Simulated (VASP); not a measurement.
Runs of VASP 6.6.1 on TaC5. The structure is that of space group I4/mmm (No. 139), or close to it. The cells are those of the table. The cell was generated, and may not be a known phase.

```tsv
task	cell	k mesh	cutoff (eV)	gap on the mesh (eV)	pressure (GPa)	relaxed volume (Å³/atom)	largest force (eV/Å)
relaxation of cell and atoms	relaxed from a = 4.168 Å, angles 114.4, 114.4, 100.1°, 6 atoms	12 × 12 × 12	600	none	0.0	9.15	-
single point	a = 4.172 Å, angles 114.1, 114.1, 100.6°, 6 atoms	12 × 12 × 12	520	none	0.1	-	0.02
single point	a = 4.168 Å, angles 114.4, 114.4, 100.1°, 6 atoms	6 × 6 × 6	520	none	-0.2	-	0.02
single point	a = 5.454 Å, angles 128.1, 128.1, 76.4°, 6 atoms	6 × 6 × 6	520	none	-37.5	-	0.91
relaxation of cell and atoms	relaxed from a = 5.454 Å, angles 128.1, 128.1, 76.4°, 6 atoms	6 × 6 × 6	600	none	-0.2	(a)	-
```

Alike in all rows: level PBE; potentials or basis VASP PAW PBE potentials, release 64 (Ta_pv, C); no spin polarisation; smearing gaussian 0.1 eV.

Q: Estimate the missing entries.

A: (a) 9.10.

Caveats: spin-orbit coupling is left out, which moves the levels of the heavy elements; the cell stands under tension (at least some runs); the volume moved by over 15 % at a fixed basis, so the end points are rough (at least some runs).

A k mesh can miss the band edges, and the runs leave out spin-orbit coupling on Ta.

A gap of «none» marks levels without a gap at the run's occupations.
